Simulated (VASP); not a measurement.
Here is a VASP 6.6.1 calculation.

The input INCAR:

```
ALGO     = Normal         # electronic algorithm
EDIFF    = 1E-6           # SCF threshold, eV
ENCUT    = 520            # plane-wave cutoff, eV
GGA      = PS             # functional
ISIF     = 2              # what is computed and relaxed
ISMEAR   = -1             # smearing method
LASPH    = True           # aspherical terms in the spheres
LCHARG   = True           # write CHGCAR
LELF     = True           # ELF
LREAL    = False          # projectors in reciprocal space
LVHAR    = True         
LWAVE    = False          # write WAVECAR
NBANDS   = 12             # bands
NELM     = 80             # most SCF steps
PREC     = Accurate       # precision mode
SIGMA    = 0.05           # smearing width, eV
```

The input KPOINTS:

```
k-points
0
Gamma
  12 12 12
```

The input POSCAR:

```
Zn
1.0
    0.0000000000      1.8230595645      1.8230595645
    1.8230595645      0.0000000000      1.8230595645
    1.8230595645      1.8230595645      0.0000000000
Zn
1
Direct
    0.0000000000      0.0000000000      0.0000000000
```

Potentials or basis: VASP PAW PBE potentials, release 64 (Zn).

Run with:

```sh
$ cat potpaw_PBE.64/Zn/POTCAR > POTCAR
$ mpirun -np 1 vasp_std > vasp.out
```

Problem. What does it give for the band gap on the k mesh?

Solution. Zero (band 6 reaches 7.11 eV, above the bottom of band 7 at 3.75 eV).

Problem. What does it give for the pressure?

Solution. 20.8 GPa.

Caveat: the PAW data sets were made with another functional, which shifts forces and pressure a little.
